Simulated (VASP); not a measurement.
Al8N, 9 atoms in the cell. The cell holds a slab with vacuum, 9 atoms: a = 2.854 Å, b = 2.854 Å, c = 33.476 Å, α = 90.00°, β = 90.00°, γ = 120.00°. 

* Program: VASP 6.6.1
* Task: single point
* Functional: PBE
* Potentials or basis: VASP PAW PBE potentials, release 64 (Al, N)
* Cutoff: 520 eV
* k mesh: 9 × 9 × 1
* Occupations: gaussian, width 0.1 eV
* Spin: no spin polarisation
* Dipole correction: yes
* Further INCAR settings: ALGO = Normal; EDIFF = 1e-07; NBANDS = 24

Potentials or basis: VASP PAW PBE potentials, release 64 (Al, N).

Launch:

```sh
$ cat potpaw_PBE.64/Al/POTCAR potpaw_PBE.64/N/POTCAR > POTCAR
$ mpirun -np 1 vasp_std > vasp.out
```

Hardware: 1 thread of AMD EPYC 7R43 64-Core Processor (Zen 3), on a shared host.

**Question.** Estimate the wall time of this run.

**Answer.** Run time: 6.5 min on 1 thread of AMD EPYC 7R43 64-Core Processor (Zen 3) (shared host), peak memory 0.31 GiB. Counts: scf iterations 38, k points 12.
